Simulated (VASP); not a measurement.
Runs of VASP 6.6.1 on RbGe. The structure is that of space group Pm-3m (No. 221), or close to it. The cells are those of the table. 

```csv
task,cell,k mesh,gap on the mesh (eV),pressure (GPa)
single point,"a = 3.984 Å, 2 atoms",6 × 6 × 6,none,-0.5
relaxation of cell and atoms,"relaxed from a = 4.420 Å, 2 atoms",5 × 5 × 5,none,0.0
single point,"a = 3.958 Å, 2 atoms",6 × 6 × 6,none,(a)
single point,"a = 3.958 Å, 2 atoms",5 × 5 × 5,none,0.0
single point,"a = 3.932 Å, 2 atoms",6 × 6 × 6,none,0.4
```

Alike in all rows: level LDA; potentials or basis VASP PAW LDA potentials, release 64 (Rb_sv, Ge_d); no spin polarisation; cutoff (eV) 500; smearing fermi-dirac 0.1 eV.

Task: Estimate the missing entries.

Result: (a) -0.1.

Caveats: an odd number of electrons without spin polarisation forces a metal; a magnetic or distorted state may lie lower.

A k mesh can miss the band edges, and the runs leave out spin-orbit coupling on Ge, Rb.

A gap of «none» marks levels without a gap at the run's occupations.
